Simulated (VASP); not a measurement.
# H3C2 in VASP: notebook, part 2 of 2

VASP 6.6.1. The steps go on from the part before.

## Step 3: Single point, PBE

This run uses another cell than the first one.

File INCAR:

```
ALGO = Normal ; EDIFF = 1E-6
ENCUT = 520 ; GGA = PE
ISIF = 2 ; ISMEAR = 0
LASPH = T ; LCHARG = F
LREAL = F ; LWAVE = F
NBANDS = 22 ; NELM = 60
PREC = Accurate ; SIGMA = 0.05
```

File KPOINTS:

```
k-points
0
Gamma
  1 1 13
```

File POSCAR:

```
H3C2
1.0
   12.0000000000      0.0000000000      0.0000000000
    0.0000000000     13.2000000000      0.0000000000
    0.0000000000      0.0000000000      2.5494868649
C H
4 6
Direct
    0.5505601263      0.4641029075      0.0000000000
    0.4470288325      0.6002748178      0.5000000000
    0.5529711675      0.3997251822      0.5000000000
    0.4494398737      0.5358970925      1.0000000000
    0.6261910825      0.5122867560      0.0000000000
    0.5196351508      0.6518171588      0.5000000000
    0.3724710787      0.6491210649      0.5000000000
    0.4803648492      0.3481828412      0.5000000000
    0.6275289213      0.3508789351      0.5000000000
    0.3738089175      0.4877132440      1.0000000000
```

Potentials or basis: VASP PAW PBE potentials, release 64 (C, H).

On the command line:

```bash
> cat potpaw_PBE.64/C/POTCAR potpaw_PBE.64/H/POTCAR > POTCAR
> mpirun -np 1 vasp_std > vasp.out
```

OUTCAR:

```text
EDIFF = 1E-6
   ENCUT = 520
   GGA = PE
   ISIF = 2
   ISMEAR = 0
   LASPH = T
   LREAL = F
   NELM = 60
   PREC = Accurate

 ion  position               nearest neighbor table
   1  0.551  0.464  0.000-   5 1.11   3 1.53   3 1.53   4 1.54
   2  0.447  0.600  0.500-   7 1.10   6 1.11   4 1.53   4 1.53
   3  0.553  0.400  0.500-   9 1.10   8 1.11   1 1.53   1 1.53
   4  0.449  0.536  0.000-  10 1.11   2 1.53   2 1.53   1 1.54
   5  0.626  0.512  0.000-   1 1.11
   6  0.520  0.652  0.500-   2 1.11
   7  0.372  0.649  0.500-   2 1.10
   8  0.480  0.348  0.500-   3 1.11
   9  0.628  0.351  0.500-   3 1.10
  10  0.374  0.488  0.000-   4 1.11

  LATTYP: Found a simple orthorhombic cell.
 ALAT       =     2.5494868649
 B/A-ratio  =     4.7068295057
 C/A-ratio  =     5.1775124562

  Lattice vectors:

 A1 = (   0.0000000000,   0.0000000000,   2.5494868649)
 A2 = (  12.0000000000,   0.0000000000,   0.0000000000)
 A3 = (   0.0000000000,  13.2000000000,   0.0000000000)

Analysis of symmetry for initial positions (statically):
=====================================================================
 Subroutine PRICEL returns:
 Original cell was already a primitive cell.

 Routine SETGRP: Setting up the symmetry group for a
 simple orthorhombic supercell.

 Subroutine GETGRP returns: Found  4 space group operations
 (whereof  4 operations were pure point group operations)
 out of a pool of  8 trial point group operations.

The static configuration has the point symmetry C_2h.

Analysis of symmetry for dynamics (positions and initial velocities):
=====================================================================
 Subroutine PRICEL returns:
 Original cell was already a primitive cell.
[... 129 lines left out ...]
  Thomas-Fermi vector in A             =   1.679811
   LORBIT       =      0    0 simple, 1 ext, 2 COOP (PROOUT), +10 PAW based schemes
   GGA     = PE    functional components
   LHFCALC =     F    Hartree Fock is set to
   AEXX    =    0.0000 exact exchange contribution
   IVDW    =     0    specifies the selected vdW correction
   LEPSILON=     F    determine dielectric tensor
   LRPA    =     F    only Hartree local field effects (RPA)
 non-spin polarized calculation
 Gauss-broadening in eV      SIGMA  =   0.05
  energy-cutoff  :      520.00
  volume of cell :      403.84
 maximum number of plane-waves:     10896
 NGX is ok and might be reduce to    90
   NGX = 45   NGY = 49   NGZ =  9

 number of electron      22.0000003 magnetization

 Free energy of the ion-electron system (eV)
  ---------------------------------------------------
  ext. energy  EPLUGINS =         0.00000000
  ---------------------------------------------------
  free energy    TOTEN  =       -58.68360450 eV

  energy without entropy =      -58.68360450  energy(sigma->0) =      -58.68360450

 E-fermi :  -4.6315     XC(G=0):  -2.1590

 val. band max:       -4.8741051387   @ k =   0.0000   0.0000   0.0000
 cond. band min:       0.2515403923   @ k =   0.0000   0.0000   0.0000
 fundamental gap:      5.1256455310
 Fermi energy:        -4.6315426721

 k-point     1 :       0.0000    0.0000    0.0000
  band No.  band energies     occupation
      1     -20.4940      2.00000
      2     -18.2586      2.00000
      3     -13.6061      2.00000
      4     -12.9007      2.00000
      5     -10.5188      2.00000
      6      -9.1996      2.00000
[... 164 lines left out ...]
     21       6.0090      0.00000
     22       6.1301      0.00000

------------------------ aborting loop because EDIFF is reached ----------------------------------------

  FORCE on cell =-STRESS in cart. coord.  units (eV):
  Direction    XX          YY          ZZ          XY          YZ          ZX
  --------------------------------------------------------------------------------------
  -------------------------------------------------------------------------------------
  Total        0.0096592      0.0217691      0.0635684      0.0026744      0.0000000      0.0000000
  in kB        0.0383218      0.0863662      0.2521991      0.0106103      0.0000000      0.0000000
  external PRESSURE =       0.1256291 kB  Pullay stress =       0.0000000 kB

 VOLUME and BASIS-vectors are now :
 -----------------------------------------------------------------------------
  energy-cutoff  :      520.00
  volume of cell :      403.84
      direct lattice vectors                 reciprocal lattice vectors
    12.000000000  0.000000000  0.000000000     0.083333333  0.000000000  0.000000000
     0.000000000 13.200000000  0.000000000     0.000000000  0.075757576  0.000000000
     0.000000000  0.000000000  2.549486865     0.000000000  0.000000000  0.392235792

 POSITION                                       TOTAL-FORCE (eV/Angst)
 -----------------------------------------------------------------------------------
      6.60672      6.12616      0.00000         0.008747      0.001457      0.000000
      5.36435      7.92363      1.27474         0.002991      0.000939      0.000000
      6.63565      5.27637      1.27474        -0.002991     -0.000939     -0.000000
      5.39328      7.07384      0.00000        -0.008747     -0.001457      0.000000
      7.51429      6.76219      0.00000         0.018525      0.014499      0.000000
      6.23562      8.60399      1.27474         0.017534      0.017738      0.000000
      4.46965      8.56840      1.27474        -0.018644      0.016649      0.000000
      5.76438      4.59601      1.27474        -0.017534     -0.017738      0.000000
      7.53035      4.63160      1.27474         0.018644     -0.016649     -0.000000
      4.48571      6.43781      0.00000        -0.018525     -0.014499      0.000000
 -----------------------------------------------------------------------------------
    total drift:                                0.000000      0.000000      0.000000

  FREE ENERGIE OF THE ION-ELECTRON SYSTEM (eV)
  ---------------------------------------------------
  free  energy   TOTEN  =       -58.6836045002 eV

  energy  without entropy=      -58.6836045002  energy(sigma->0) =      -58.68360450
```

Run time: 66 s. Hardware: 1 thread of Intel Xeon Platinum 8488C (Sapphire Rapids), shared host; peak memory 0.43 GiB.

Results:

* Free energy: -58.6836 eV
* Largest force: 0.025 eV/Å
* Band gap on the k mesh: 5.13 eV

Forces in eV/Å, atoms in the order of the input:
```
C    0.009  0.001  0.000
C    0.003  0.001  0.000
C   -0.003 -0.001  0.000
C   -0.009 -0.001  0.000
H    0.019  0.014  0.000
H    0.018  0.018  0.000
H   -0.019  0.017  0.000
H   -0.018 -0.018  0.000
H    0.019 -0.017  0.000
H   -0.019 -0.014  0.000
```
